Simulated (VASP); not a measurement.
# W: single point with PBE+D3(BJ)

W:

```xyz
1
Lattice="-1.5852 1.5852 1.5852 1.5852 -1.5852 1.5852 1.5852 1.5852 -1.5852" Properties=species:S:1:pos:R:3 pbc="T T T"
W     0.0000    0.0000    0.0000
```

```json
{
  "Program": "VASP 6.6.1",
  "Task": "single point",
  "Functional": "PBE",
  "Dispersion": "D3(BJ)",
  "Potentials or basis": "VASP PAW PBE potentials, release 64 (W_sv)",
  "Cutoff": "500 eV",
  "k mesh": "8 × 8 × 8",
  "Occupations": "gaussian, width 0.1 eV",
  "Spin": "no spin polarisation",
  "Dipole correction": "no",
  "Further INCAR settings": "ALGO = Normal; EDIFF = 1e-06; NBANDS = 13"
}
```

```json
{
 "Pressure": "-2.3 GPa",
 "Band gap on the k mesh": "zero (band 7 reaches 16.50 eV, above the bottom of band 8 at 10.15 eV)",
 "Dispersion energy per atom": "-0.692 eV"
}
```

Levels at points of the mesh, in eV from the Fermi level:
| k point | band 5 | band 6 | band 7 | band 8 | band 9 | band 10 |
| --- | --- | --- | --- | --- | --- | --- |
| (0.00, 0.00, 0.00) | -9.39 | -1.00 | -1.00 | -1.00 | 2.47 | 2.47 |
| (0.50, 0.00, 0.00) | -6.03 | -3.33 | 0.88 | 2.36 | 3.33 | 6.32 |
| (0.50, 0.50, 0.50) | -5.58 | -5.58 | 5.35 | 5.35 | 5.35 | 8.42 |

It took 12 s on 1 thread of AMD EPYC 7R13, on a shared host, peak memory 0.1 GiB.

Caveat: spin-orbit coupling is left out, which moves the levels of the heavy elements; pairwise dispersion overbinds metals, which lowers pressure and volume.
